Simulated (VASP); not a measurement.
A run of VASP 6.6.1 is set up as follows.

INCAR

```
SYSTEM = Be
PREC = Accurate ; ENCUT = 520
EDIFF = 1E-6 ; ISMEAR = 0
SIGMA = 0.15 ; LREAL = .FALSE.
LASPH = .TRUE. ; NELM = 80
ALGO = Fast ; ISIF = 2
LWAVE = .FALSE. ; LCHARG = .TRUE.
GGA = PS ; LELF = .TRUE.
LVHAR = .TRUE. ; NBANDS = 9
```

The input KPOINTS:

```
regular mesh
0
G
  24 24 14
  0 0 0
```

File POSCAR:

```
Be
1.0
    2.3569895345      0.0000000000      0.0000000000
   -1.1784947673      2.0412128133      0.0000000000
    0.0000000000      0.0000000000      3.6909225000
Be
2
Direct
    0.3333333333      0.6666666667      0.2500000000
    0.6666666667      0.3333333333      0.7500000000
```

Potentials or basis: VASP PAW PBE potentials, release 64 (Be).

Run with:

```console
$ cat potpaw_PBE.64/Be/POTCAR > POTCAR
$ mpirun -np 1 vasp_std > vasp.out
```

Q: Predict the band gap on the k mesh.

A: Zero (band 2 reaches 7.04 eV, above the bottom of band 3 at 5.07 eV).

Q: Predict the pressure.

A: -12.3 GPa.

Stress tensor (GPa, compression positive):
```
-12.23   0.00   0.00
  0.00 -12.23   0.00
  0.00   0.00 -12.38
```

Caveat: the cell differs from its parent crystal (strain +0.025 along x and y, +0.025 along z); the PAW data sets were made with another functional, which shifts forces and pressure a little.
